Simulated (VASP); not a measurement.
Crystal: HfGe4.

```
CELL_PARAMETERS angstrom
-2.85069 2.85069 2.85069
2.85069 -2.85069 2.85069
2.85069 2.85069 -2.85069
ATOMIC_POSITIONS crystal
Hf 0.00000 0.00000 0.00000
Ge 0.00000 0.00000 0.50000
Ge 0.50000 0.00000 0.00000
Ge 0.50000 0.50000 0.50000
Ge 0.00000 0.50000 0.00000
```

```yaml
Program: VASP 6.6.1
Task: relaxation of cell and atoms
Functional: PBE
Potentials_or_basis: VASP PAW PBE potentials, release 64 (Hf_pv, Ge_d)
Cutoff: 600 eV
k_mesh: 4 × 4 × 4
Occupations: gaussian, width 0.1 eV
Spin: no spin polarisation
```

At the start: pressure 24.3 GPa; volume 18.53 Å³/atom.

Task: Where does the relaxation end?

Result: Over 4 steps the energy falls by 315.6 meV/atom and the volume is 23.37 Å³/atom (+26.1 %); space group Im-3m (No. 229, to 0.05 Å).

Step by step:
| step | energy change (eV) | largest force (eV/Å) | pressure (GPa) | volume (Å³) |
| --- | --- | --- | --- | --- |
| 1 | 0.0000 | 0.0000 | 24.31 | 92.66 |
| 2 | -1.0761 | 0.0000 | -7.65 | 135.71 |
| 3 | -1.5773 | 0.0000 | -0.28 | 117.38 |
| 4 | -1.5778 | 0.0000 | -0.06 | 116.85 |

Final structure:
```yaml
crystal:
  lattice:
    - [-3.07977, 3.07977, 3.07977]
    - [3.07977, -3.07977, 3.07977]
    - [3.07977, 3.07977, -3.07977]
  atoms:
    - { symbol: Hf, position: [0.00000, 0.00000, 0.00000] }
    - { symbol: Ge, position: [0.00000, 0.00000, 0.50000] }
    - { symbol: Ge, position: [0.50000, 0.00000, 0.00000] }
    - { symbol: Ge, position: [0.50000, 0.50000, 0.50000] }
    - { symbol: Ge, position: [0.00000, 0.50000, 0.00000] }
```

Caveat: the k points lie up to 0.36 Å⁻¹ apart in the final cell; the volume moved by over 15 % at a fixed basis, so the end points are rough.
